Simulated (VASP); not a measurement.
# Al (P6_3/mmc) in VASP: a series of runs

The runs below take Al through single point, with PBE+D3(BJ).

Everything below comes from runs of VASP 6.6.1. Logs are shortened: lines on timing, memory, paths and dates and some standing lists are left out, and cuts for length are marked.

## (1) The cell of the first run

Symmetry: P6_3/mmc, No. 194, hexagonal system. The conventional cell has a = 2.814 Å, b = 2.814 Å, c = 8.876 Å, α = 90.00°, β = 90.00°, γ = 120.00°. Al (site symmetry -3m) has 12 Al at 2.75 to 2.81 Å within 3.6 Å. Within 3.6 Å of Al (site symmetry -6m2) lie 12 Al at 2.75 to 2.81 Å.

This isn't the form of Al at room conditions, which is fcc.

## (2) Single point, PBE+D3(BJ) (15.21 Å³/atom)

INCAR

```
SYSTEM = Al
ALGO = Fast ; EDIFF = 1E-6
ENCUT = 520 ; GGA = PE
ISIF = 2 ; ISMEAR = 0
IVDW = 12 ; LASPH = .TRUE.
LCHARG = .FALSE. ; LREAL = .FALSE.
LWAVE = .FALSE. ; NBANDS = 14
NELM = 80 ; PREC = Accurate
SIGMA = 0.15
```

KPOINTS

```
k-points
0
G
  18 18 6
  0 0 0
```

POSCAR

```
Al
1.0
    2.8137488845      0.0000000000      0.0000000000
   -1.4068744423      2.4367780138      0.0000000000
    0.0000000000      0.0000000000      8.8756894812
Al
4
Direct
    0.0000000000      0.0000000000      0.0000000000
    0.3333333333      0.6666666667      0.2500000000
    0.0000000000      0.0000000000      0.5000000000
    0.6666666667      0.3333333333      0.7500000000
```

Potentials or basis: VASP PAW PBE potentials, release 64 (Al).

Started as:

```console
> cat potpaw_PBE.64/Al/POTCAR > POTCAR
> mpirun -np 1 vasp_std > vasp.out
```

OUTCAR:

```text
SYSTEM = Al
   EDIFF = 1E-6
   ENCUT = 520
   GGA = PE
   ISIF = 2
   ISMEAR = 0
   IVDW = 12
   LASPH = .TRUE.
   LREAL = .FALSE.
   NELM = 80
   PREC = Accurate
 IVDW          = 12

 ion  position               nearest neighbor table
   1  0.000  0.000  0.000-   2 2.75   4 2.75   2 2.75   4 2.75   4 2.75   2 2.75
   2  0.333  0.667  0.250-   1 2.75   3 2.75   1 2.75   3 2.75   1 2.75   3 2.75
   3  0.000  0.000  0.500-   2 2.75   4 2.75   2 2.75   4 2.75   4 2.75   2 2.75
   4  0.667  0.333  0.750-   1 2.75   3 2.75   1 2.75   3 2.75   1 2.75   3 2.75

  LATTYP: Found a hexagonal cell.
 ALAT       =     2.8137488845
 C/A-ratio  =     3.1544000000

  Lattice vectors:

 A1 = (   2.8137488845,   0.0000000000,   0.0000000000)
 A2 = (  -1.4068744423,   2.4367780138,   0.0000000000)
 A3 = (   0.0000000000,   0.0000000000,   8.8756894812)

Analysis of symmetry for initial positions (statically):
=====================================================================
 Subroutine PRICEL returns:
 Original cell was already a primitive cell.

 Routine SETGRP: Setting up the symmetry group for a
 hexagonal supercell.

 Subroutine GETGRP returns: Found 24 space group operations
 (whereof 12 operations were pure point group operations)
 out of a pool of 24 trial point group operations.

The static configuration has the point symmetry D_3d.
 The point group associated with its full space group is D_6h.

Analysis of symmetry for dynamics (positions and initial velocities):
=====================================================================
 Subroutine PRICEL returns:
 Original cell was already a primitive cell.

 Routine SETGRP: Setting up the symmetry group for a
 hexagonal supercell.

 Subroutine GETGRP returns: Found 24 space group operations
 (whereof 12 operations were pure point group operations)
 out of a pool of 24 trial point group operations.

The dynamic configuration has the point symmetry D_3d.
 The point group associated with its full space group is D_6h.

 Subroutine INISYM returns: Found 24 space group operations
 (whereof 12 operations are pure point group operations),
 and found     1 'primitive' translations

----------------------------------------------------------------------------------------

                                     Primitive cell

  volume of cell :      60.8560

  direct lattice vectors                    reciprocal lattice vectors
     2.813748884  0.000000000  0.000000000     0.355397742  0.205188982  0.000000000
    -1.406874442  2.436778014  0.000000000     0.000000000  0.410377964  0.000000000
     0.000000000  0.000000000  8.875689481     0.000000000  0.000000000  0.112667303

  length of vectors
     2.813748884  2.813748884  8.875689481     0.410377964  0.410377964  0.112667303

  position of ions in fractional coordinates (direct lattice)
     0.000000000  0.000000000  0.000000000
     0.333333333  0.666666667  0.250000000
     0.000000000  0.000000000  0.500000000
     0.666666667  0.333333333  0.750000000

  ion indices of the primitive-cell ions
   primitive index   ion index
                 1           1
                 2           2
                 3           3
                 4           4

----------------------------------------------------------------------------------------

 KPOINTS: k-points

Automatic generation of k-mesh.
 Grid dimensions read from file:
 generate k-points for:   18   18    6

 Generating k-lattice:

  Cartesian coordinates                     Fractional coordinates (reciprocal lattice)
     0.019744319  0.011399388  0.000000000     0.055555556 -0.000000000  0.000000000
     0.000000000  0.022798776  0.000000000     0.000000000  0.055555556  0.000000000
     0.000000000  0.000000000  0.018777884     0.000000000  0.000000000  0.166666667

  Length of vectors
     0.022798776  0.022798776  0.018777884

  Shift w.r.t. Gamma in fractional coordinates (k-lattice)
     0.000000000  0.000000000  0.000000000

 Subroutine IBZKPT returns following result:
 ===========================================

 Found    148 irreducible k-points:

 Following reciprocal coordinates:
            Coordinates               Weight
  0.000000  0.000000  0.000000      1.000000
  0.055556 -0.000000  0.000000      6.000000
  0.111111 -0.000000  0.000000      6.000000
  0.166667  0.000000  0.000000      6.000000
  0.222222 -0.000000  0.000000      6.000000
  0.277778  0.000000  0.000000      6.000000
[... 16 lines left out ...]
  0.333333  0.111111  0.000000     12.000000
  0.388889  0.111111  0.000000     12.000000
 [... further k-points ...]
   k-points           NKPTS =    148   k-points in BZ     NKDIM =    148   number of bands    NBANDS=     14
   number of dos      NEDOS =    301   number of ions     NIONS =      4
   total plane-waves  NPLWV =  40320
   dimension x,y,z NGX =    24 NGY =   24 NGZ =   70
   dimension x,y,z NGXF=    48 NGYF=   48 NGZF=  140
   ions per type =               4
   NGX,Y,Z   is equivalent  to a cutoff of  14.18, 14.18, 13.11 a.u.
   NGXF,Y,Z  is equivalent  to a cutoff of  28.36, 28.36, 26.22 a.u.
 SYSTEM =  Al
   PREC   = accura    normal or accurate (medium, high low for compatibility)
   ISTART =      0    job   : 0-new  1-cont  2-samecut
   ICHARG =      2    charge: 1-file 2-atom 10-const
   ISPIN  =      1    spin polarized calculation?
   LNONCOLLINEAR =      F non collinear calculations
   LSORBIT =      F    spin-orbit coupling
   LASPH  =      T    aspherical Exc in radial PAW
   ENCUT  =  520.0 eV  38.22 Ry    6.18 a.u.   5.23  5.23 16.50*2*pi/ulx,y,z
   NELM   =     80;   NELMIN=  2; NELMDL= -5     # of ELM steps
   EDIFF  = 0.1E-05   stopping-criterion for ELM
   LREAL  =      F    real-space projection
   EDIFFG = 0.1E-04   stopping-criterion for IOM
   NSW    =      0    number of steps for IOM
   IBRION =     -1    ionic relax: 0-MD 1-quasi-New 2-CG
   NFREE  =      0    steps in history (QN), initial steepest desc. (CG)
   ISIF   =      2    stress and relaxation
   ISYM   =      2    0-nonsym 1-usesym 2-fastsym
   POTIM  = 0.5000    time-step for ionic-motion
   TEBEG  =    0.0;   TEEND  =   0.0 temperature during run
   PSTRESS=    0.0 pullay stress
   NELECT =      12.0000    total number of electrons
   NUPDOWN=      -1.0000    fix difference up-down
   EMIN   =  10.00;   EMAX   =-10.00  energy-range for DOS
   EFERMI =   0.00;   METHOD = LEGACY
   ISMEAR =     0;   SIGMA  =   0.15  broadening in eV -4-tet -1-fermi 0-gaus
   EFERMI_NEDOS =   21; number of points for ismear=-14 and -15
   IALGO  =     68    algorithm
   IMIX   =      4    mixing-type and parameters
     AMIX     =   0.40;   BMIX     =  1.00
     AMIX_MAG =   1.60;   BMIX_MAG =  1.00
  volume/ion in A,a.u.               =      15.21       102.67
  Fermi-wavevector in a.u.,A,eV,Ry     =   0.952871  1.800665 12.353589  0.907963
  Thomas-Fermi vector in A             =   2.081474
   LORBIT       =      0    0 simple, 1 ext, 2 COOP (PROOUT), +10 PAW based schemes
   GGA     = PE    functional components
   LHFCALC =     F    Hartree Fock is set to
   AEXX    =    0.0000 exact exchange contribution
   IVDW    =    12    specifies the selected vdW correction
   LEPSILON=     F    determine dielectric tensor
   LRPA    =     F    only Hartree local field effects (RPA)
 non-spin polarized calculation
 RMM-DIIS sequential band-by-band and
 Gauss-broadening in eV      SIGMA  =   0.15
  energy-cutoff  :      520.00
  volume of cell :       60.86
 maximum number of plane-waves:      1660
 NGX is ok and might be reduce to    24
   NGX = 11   NGY = 11   NGZ = 33

 number of electron      12.0000000 magnetization

 Free energy of the ion-electron system (eV)
  ---------------------------------------------------
  ext. energy  EPLUGINS =         0.00000000
  ---------------------------------------------------
  free energy    TOTEN  =       -14.79885373 eV

  energy without entropy =      -14.78269136  energy(sigma->0) =      -14.79077254

 E-fermi :   8.8703     XC(G=0): -10.4941

 val. band max:        8.8664464223   @ k =   0.3889   0.0000   0.0000
 cond. band min:       8.8732451664   @ k =   0.3333   0.1111   0.1667
 fundamental gap:      0.0067987441
 Fermi energy:         8.8702847008

 k-point     1 :       0.0000    0.0000    0.0000
  band No.  band energies     occupation
      1      -2.8362      2.00000
      2      -0.9719      2.00000
      3      -0.9708      2.00000
      4       4.1632      2.00000
      5       4.8248      2.00000
      6      13.1618      0.00000
      7      13.1836      0.00000
      8      19.6164      0.00000
      9      19.6164      0.00000
     10      19.7742      0.00000
     11      19.7742      0.00000
     12      20.7657      0.00000
     13      20.7659      0.00000
     14      20.9459      0.00000

 k-point     2 :       0.0556   -0.0000    0.0000
  band No.  band energies     occupation
      1      -2.7593      2.00000
      2      -0.8961      2.00000
      3      -0.8951      2.00000
      4       4.2337      2.00000
      5       4.8991      2.00000
      6      13.2151      0.00000
      7      13.2429      0.00000
      8      17.9801      0.00000
      9      18.5828      0.00000
     10      19.4281      0.00000
     11      19.5111      0.00000
     12      19.9635      0.00000
     13      20.0794      0.00000
     14      20.1237      0.00000
[... 343 lines left out ...]
      1       1.1023      2.00000
      2       2.8999      2.00000
      3       2.9060      2.00000
      4       6.2797      2.00000
      5       7.6549      2.00000
      6       8.0090      2.00000
      7       8.3782      2.00000
      8       8.9966      0.23352
      9      11.5511      0.00000
     10      12.8060      0.00000
     11      13.3325      0.00000
     12      13.4884      0.00000
     13      14.3438      0.00000
     14      16.9539      0.00000

 k-point    24 :       0.3889    0.1111    0.0000
  band No.  band energies     occupation
      1       2.2153      2.00000
      2       3.9711      2.00000
      3       3.9880      2.00000
      4       4.8357      2.00000
      5       6.6564      2.00000
      6       6.6851      2.00000
      7       8.9460      0.47511
      8       9.7248      0.00000
      9      11.2050      0.00000
     10      11.4700      0.00000
     11      12.7590      0.00000
     12      13.1753      0.00000
     13      13.5736      0.00000
     14      17.6463      0.00000

 [... further k-points ...]

------------------------ aborting loop because EDIFF is reached ----------------------------------------

 Edisp (eV)   -1.46382

 E8    (eV) :    -0.6554

  FORCE on cell =-STRESS in cart. coord.  units (eV):
  Direction    XX          YY          ZZ          XY          YZ          ZX
  --------------------------------------------------------------------------------------
  -------------------------------------------------------------------------------------
  Total       0.94944     0.94944     2.59313    -0.00000     0.00000     0.00000
  in kB      24.99614    24.99614    68.27034    -0.00000     0.00000     0.00000
  external pressure =       39.42 kB  Pullay stress =        0.00 kB

 VOLUME and BASIS-vectors are now :
 -----------------------------------------------------------------------------
  energy-cutoff  :      520.00
  volume of cell :       60.86
      direct lattice vectors                 reciprocal lattice vectors
     2.813748884  0.000000000  0.000000000     0.355397742  0.205188982  0.000000000
    -1.406874442  2.436778014  0.000000000     0.000000000  0.410377964  0.000000000
     0.000000000  0.000000000  8.875689481     0.000000000  0.000000000  0.112667303

 POSITION                                       TOTAL-FORCE (eV/Angst)
 -----------------------------------------------------------------------------------
      0.00000      0.00000      0.00000         0.000000      0.000000     -0.000000
     -0.00000      1.62452      2.21892        -0.000000     -0.000000      0.000000
      0.00000      0.00000      4.43784         0.000000      0.000000     -0.000000
      1.40687      0.81226      6.65677        -0.000000      0.000000     -0.000000
 -----------------------------------------------------------------------------------
    total drift:                               -0.000000      0.000000      0.000000

  FREE ENERGIE OF THE ION-ELECTRON SYSTEM (eV)
  ---------------------------------------------------
  free  energy   TOTEN  =       -16.2626759394 eV

  energy  without entropy=      -16.2465135639  energy(sigma->0) =      -16.25459475
```

It took 61 s on 1 thread of AMD EPYC 9R45 (Zen 5), shared host; peak memory 0.22 GiB.

Results:

- Free energy: -16.2627 eV
- Pressure: 3.9 GPa
- Band gap on the k mesh: zero (bands 6 and 7 overlap by 6.26 eV)
- Dispersion energy per atom: -0.366 eV

Levels at points of the mesh, in eV from the Fermi level:
```
           k point  band 3  band 4  band 5  band 6  band 7  band 8  band 9  band 10
(0.00, 0.00, 0.00)   -9.84   -4.71   -4.05    4.29    4.31   10.75   10.75    10.90
(0.50, 0.00, 0.00)   -4.21   -4.14   -3.50   -3.42    0.85    1.28    1.80     2.08
(0.00, 0.00, 0.50)   -7.55   -7.55   -0.39   -0.39    9.54    9.54   11.10    11.10
(0.50, 0.00, 0.50)   -5.15   -5.15   -1.91   -1.91   -1.20   -1.20    5.01     5.01
```

Caveat: the cell stands under pressure.

[end of part 1 of 2]
